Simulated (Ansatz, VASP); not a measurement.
**BaS in VASP and in Ansatz**

```xyz
2
Lattice="0.0639 3.2257 3.2257 3.2257 0.0639 3.2257 3.2257 3.2257 0.0639" Properties=species:S:1:pos:R:3 pbc="T T T"
Ba    0.0000    0.0000    0.0000
S     3.2576    3.2576    3.2576
```

Change from the starting cell: equal xy, yz and zx shear strains of +2 %, PAW files.

Alike in both runs: task electric field gradients; functional LDA; k mesh 7 × 7 × 7; occupations fermi-dirac, width 0.01 eV; no spin polarisation.

```csv
,VASP,Ansatz
version,VASP 6.6.1,Ansatz 0.2.0
potentials or method,"VASP PAW LDA potentials, release 64 (Ba_sv, S)","PAW with Ansatz's default frozen-core files, scalar-relativistic"
plane-wave cutoff (eV),520,420
valence electrons in the cell,16,16
```

Ansatz gave:

```
gap on the k mesh at the Fermi level (eV)                     : 2.04
pressure (GPa)                                                : -2.5
traceless stress, the component that is largest in VASP (GPa) : -0.41
size of Vzz on the site where it differs most (V/Å²)          : 13.9
```

Task: Which values does VASP return?

Result: gap on the k mesh at the Fermi level (eV): 1.93; pressure (GPa): -1.8; traceless stress, the component that is largest in VASP (GPa): -0.41; size of Vzz on the site where it differs most (V/Å²): 14.0.

LDA's correlation is that of Perdew and Zunger in VASP and of Perdew and Wang (1992) in Ansatz.

Spin-orbit coupling is off throughout.
